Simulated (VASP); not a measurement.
# Mg (P6_3/mmc) in VASP: further runs, part 2 of 3

VASP 6.6.1.

**4. Electric field gradients, LDA (zz strain of -2 %)**

Input file INCAR:

```
SYSTEM = Mg
  ALGO = Normal
  EDIFF = 1E-8
  ENCUT = 520
  ISIF = 2
  ISMEAR = -1
  LASPH = .TRUE.
  LCHARG = .FALSE.
  LEFG = .TRUE.
  LREAL = .FALSE.
  LWAVE = .FALSE.
  NBANDS = 9
  NELM = 60
  PREC = Accurate
  SIGMA = 0.05
```

Input file KPOINTS:

```
k-points
0
G
  12 12 7
  0 0 0
```

Input file POSCAR:

```
Mg
1.0
    3.2092715325      0.0000000000      0.0000000000
   -1.6046357662      2.7793106748      0.0000000000
    0.0000000000      0.0000000000      5.1061234000
Mg
2
Direct
    0.3333333333      0.6666666667      0.2500000000
    0.6666666667      0.3333333333      0.7500000000
```

Potentials or basis: VASP PAW LDA potentials, release 64 (Mg).

On the command line:

```console
$ cat potpaw_LDA.64/Mg/POTCAR > POTCAR
$ mpirun -np 1 vasp_std > vasp.out
```

OUTCAR:

```text
SYSTEM = Mg
   EDIFF = 1E-8
   ENCUT = 520
   ISIF = 2
   ISMEAR = -1
   LASPH = .TRUE.
   LREAL = .FALSE.
   NELM = 60
   PREC = Accurate

 ion  position               nearest neighbor table
   1  0.333  0.667  0.250-   2 3.15   2 3.15   2 3.15   2 3.15   2 3.15   2 3.15
   2  0.667  0.333  0.750-   1 3.15   1 3.15   1 3.15   1 3.15   1 3.15   1 3.15

  LATTYP: Found a hexagonal cell.
 ALAT       =     3.2092715325
 C/A-ratio  =     1.5910537168

  Lattice vectors:

 A1 = (   3.2092715325,   0.0000000000,   0.0000000000)
 A2 = (  -1.6046357662,   2.7793106748,   0.0000000000)
 A3 = (   0.0000000000,   0.0000000000,   5.1061234000)

Analysis of symmetry for initial positions (statically):
[... 35 lines left out ...]
                                     Primitive cell

  volume of cell :      45.5444

  direct lattice vectors                    reciprocal lattice vectors
     3.209271532  0.000000000  0.000000000     0.311597193  0.179900723  0.000000000
    -1.604635766  2.779310675  0.000000000     0.000000000  0.359801446  0.000000000
     0.000000000  0.000000000  5.106123400     0.000000000  0.000000000  0.195843289

  length of vectors
     3.209271532  3.209271532  5.106123400     0.359801446  0.359801446  0.195843289

  position of ions in fractional coordinates (direct lattice)
     0.333333333  0.666666667  0.250000000
     0.666666667  0.333333333  0.750000000

  ion indices of the primitive-cell ions
   primitive index   ion index
                 1           1
                 2           2

----------------------------------------------------------------------------------------

 KPOINTS: k-points

Automatic generation of k-mesh.
 Grid dimensions read from file:
 generate k-points for:   12   12    7

 Generating k-lattice:

  Cartesian coordinates                     Fractional coordinates (reciprocal lattice)
     0.025966433  0.014991727  0.000000000     0.083333333 -0.000000000  0.000000000
     0.000000000  0.029983454  0.000000000     0.000000000  0.083333333  0.000000000
     0.000000000  0.000000000  0.027977613     0.000000000  0.000000000  0.142857143

  Length of vectors
     0.029983454  0.029983454  0.027977613

  Shift w.r.t. Gamma in fractional coordinates (k-lattice)
     0.000000000  0.000000000  0.000000000

 Subroutine IBZKPT returns following result:
 ===========================================

 Found     76 irreducible k-points:

 Following reciprocal coordinates:
            Coordinates               Weight
  0.000000  0.000000  0.000000      1.000000
  0.083333  0.000000  0.000000      6.000000
  0.166667  0.000000  0.000000      6.000000
  0.250000 -0.000000  0.000000      6.000000
  0.333333  0.000000  0.000000      6.000000
  0.416667 -0.000000  0.000000      6.000000
[... 16 lines left out ...]
  0.250000 -0.000000  0.142857     12.000000
  0.333333  0.000000  0.142857     12.000000
 [... further k-points ...]
   k-points           NKPTS =     76   k-points in BZ     NKDIM =     76   number of bands    NBANDS=      9
   number of dos      NEDOS =    301   number of ions     NIONS =      2
   total plane-waves  NPLWV =  23040
[... 21 lines left out ...]
   ISIF   =      2    stress and relaxation
   ISYM   =      2    0-nonsym 1-usesym 2-fastsym
   POTIM  = 0.5000    time-step for ionic-motion
   TEBEG  =    0.0;   TEEND  =   0.0 temperature during run
   PSTRESS=    0.0 pullay stress
   NELECT =       4.0000    total number of electrons
   NUPDOWN=      -1.0000    fix difference up-down
   EMIN   =  10.00;   EMAX   =-10.00  energy-range for DOS
   EFERMI =   0.00;   METHOD = LEGACY
   ISMEAR =    -1;   SIGMA  =   0.05  broadening in eV -4-tet -1-fermi 0-gaus
   EFERMI_NEDOS =   21; number of points for ismear=-14 and -15
   IALGO  =     38    algorithm
   IMIX   =      4    mixing-type and parameters
     AMIX     =   0.40;   BMIX     =  1.00
     AMIX_MAG =   1.60;   BMIX_MAG =  1.00
  volume/ion in A,a.u.               =      22.77       153.67
  Fermi-wavevector in a.u.,A,eV,Ry     =   0.727696  1.375146  7.204845  0.529541
  Thomas-Fermi vector in A             =   1.818984
   LORBIT       =      0    0 simple, 1 ext, 2 COOP (PROOUT), +10 PAW based schemes
   GGA     = CA    functional components
   LHFCALC =     F    Hartree Fock is set to
   AEXX    =    0.0000 exact exchange contribution
   IVDW    =     0    specifies the selected vdW correction
   LEPSILON=     F    determine dielectric tensor
   LRPA    =     F    only Hartree local field effects (RPA)
 non-spin polarized calculation
  energy-cutoff  :      520.00
  volume of cell :       45.54
 maximum number of plane-waves:      1254
 NGX is ok and might be reduce to    24
   NGX = 11   NGY = 11   NGZ = 19

 number of electron       4.0000000 magnetization

 Free energy of the ion-electron system (eV)
  ---------------------------------------------------
  ext. energy  EPLUGINS =         0.00000000
  ---------------------------------------------------
  free energy    TOTEN  =        -3.60622998 eV

  energy without entropy =       -3.60003744  energy(sigma->0) =       -3.60313371

 E-fermi :   2.4451     XC(G=0):  -8.7055

 val. band max:        2.4323358586   @ k =   0.1667   0.1667   0.0000
 cond. band min:       2.5556815517   @ k =   0.2500   0.0833   0.0000
 fundamental gap:      0.1233456931
 Fermi energy:         2.4451449840

 k-point     1 :       0.0000    0.0000    0.0000
  band No.  band energies     occupation
      1      -4.4427      2.00000
      2       0.9536      2.00000
      3       1.4255      2.00000
      4      13.2430      0.00000
      5      13.2430      0.00000
      6      13.2486      0.00000
      7      13.2486      0.00000
      8      14.4670      0.00000
      9      15.7377      0.00000
[... 265 lines left out ...]
 k-point    24 :       0.3333    0.0000    0.1429
  band No.  band energies     occupation
      1      -2.1844      2.00000
      2       1.7299      2.00000
      3       3.9129      0.00000
      4       5.0986      0.00000
      5       7.7643      0.00000
      6       9.7139      0.00000
      7      10.1142      0.00000
      8      11.7912      0.00000
      9      13.1629      0.00000

 [... further k-points ...]
[... 5 lines left out ...]
  --------------------------------------------------------------------------------------
  -------------------------------------------------------------------------------------
  Total       -0.6435604     -0.6435604     -0.5995450     -0.0000000      0.0000000      0.0000000
  in kB      -22.6394070    -22.6394070    -21.0910155     -0.0000000      0.0000000      0.0000000
  external PRESSURE =     -22.1232765 kB  Pullay stress =       0.0000000 kB

 VOLUME and BASIS-vectors are now :
 -----------------------------------------------------------------------------
  energy-cutoff  :      520.00
  volume of cell :       45.54
      direct lattice vectors                 reciprocal lattice vectors
     3.209271532  0.000000000  0.000000000     0.311597193  0.179900723  0.000000000
    -1.604635766  2.779310675  0.000000000     0.000000000  0.359801446  0.000000000
     0.000000000  0.000000000  5.106123400     0.000000000  0.000000000  0.195843289

 POSITION                                       TOTAL-FORCE (eV/Angst)
 -----------------------------------------------------------------------------------
     -0.00000      1.85287      1.27653         0.000000      0.000000      0.000000
      1.60464      0.92644      3.82959         0.000000      0.000000      0.000000
 -----------------------------------------------------------------------------------
    total drift:                                0.000000     -0.000000      0.000000

  FREE ENERGIE OF THE ION-ELECTRON SYSTEM (eV)
  ---------------------------------------------------
  free  energy   TOTEN  =        -3.6062299832 eV

  energy  without entropy=       -3.6000374358  energy(sigma->0) =       -3.60313371

 Electric field gradients (V/A^2)
---------------------------------------------------------------------
 ion       V_xx      V_yy      V_zz      V_xy      V_xz      V_yz
---------------------------------------------------------------------
   1      -0.133    -0.133     0.265    -0.000    -0.000     0.000
   2      -0.133    -0.133     0.265    -0.000     0.000    -0.000
---------------------------------------------------------------------

 Electric field gradients after diagonalization (V/A^2)
 (convention: |V_zz| > |V_xx| > |V_yy|)
----------------------------------------------------------------------
 ion       V_xx      V_yy      V_zz     asymmetry (V_yy - V_xx)/ V_zz
----------------------------------------------------------------------
   1      -0.133    -0.133     0.265       0.000
   2      -0.133    -0.133     0.265       0.000
----------------------------------------------------------------------

           NMR quadrupolar parameters

 Cq : quadrupolar parameter    Cq=e*Q*V_zz/h
 eta: asymmetry parameters     (V_yy - V_xx)/ V_zz
 Q  : nuclear electric quadrupole moment in mb (millibarn)
----------------------------------------------------------------------
 ion       Cq(MHz)       eta       Q (mb)
----------------------------------------------------------------------
   1       0.001       0.000       1.000
   2       0.001       0.000       1.000
----------------------------------------------------------------------
```

OSZICAR:

```text
N       E                     dE             d eps       ncg     rms          rms(c)
DAV:   1    -0.853772172020E+00   -0.85377E+00   -0.13285E+03  1368   0.318E+02
DAV:   2    -0.358327800568E+01   -0.27295E+01   -0.25997E+01  1801   0.280E+01
DAV:   3    -0.362685287072E+01   -0.43575E-01   -0.43493E-01  1827   0.281E+00
DAV:   4    -0.362698147094E+01   -0.12860E-03   -0.12858E-03  1722   0.145E-01
DAV:   5    -0.362698181797E+01   -0.34703E-06   -0.34694E-06  1795   0.766E-03    0.948E-01
DAV:   6    -0.361548450132E+01    0.11497E-01   -0.71673E-04  1567   0.148E-01    0.602E-01
DAV:   7    -0.360623778207E+01    0.92467E-02   -0.24800E-03  1448   0.270E-01    0.310E-02
DAV:   8    -0.360623111125E+01    0.66708E-05   -0.16521E-05  1977   0.211E-02    0.677E-03
DAV:   9    -0.360622998678E+01    0.11245E-05   -0.63466E-07  1525   0.357E-03    0.599E-04
DAV:  10    -0.360622998318E+01    0.35989E-08   -0.25885E-09  1751   0.317E-04
   1 F= -.36062300E+01 E0= -.36031337E+01  d E =-.619255E-02
```

Wall time 14 s (1 thread of Intel Xeon Platinum 8259CL at 2.50GHz (Skylake/Cascade Lake), shared host); peak memory 0.15 GiB.

Results:

```yaml
Free_energy: -3.6062 eV
Pressure: -2.2 GPa
Band_gap_on_the_k_mesh: zero (band 2 reaches 3.46 eV, above the bottom of band 3 at 1.43 eV)
```

Caveat: the cell differs from its parent crystal (zz strain of -2 %); without QUAD_EFG the Cq values of the log hold for a quadrupole moment of 1 mb, not for the nuclei.

[end of part 2 of 3]
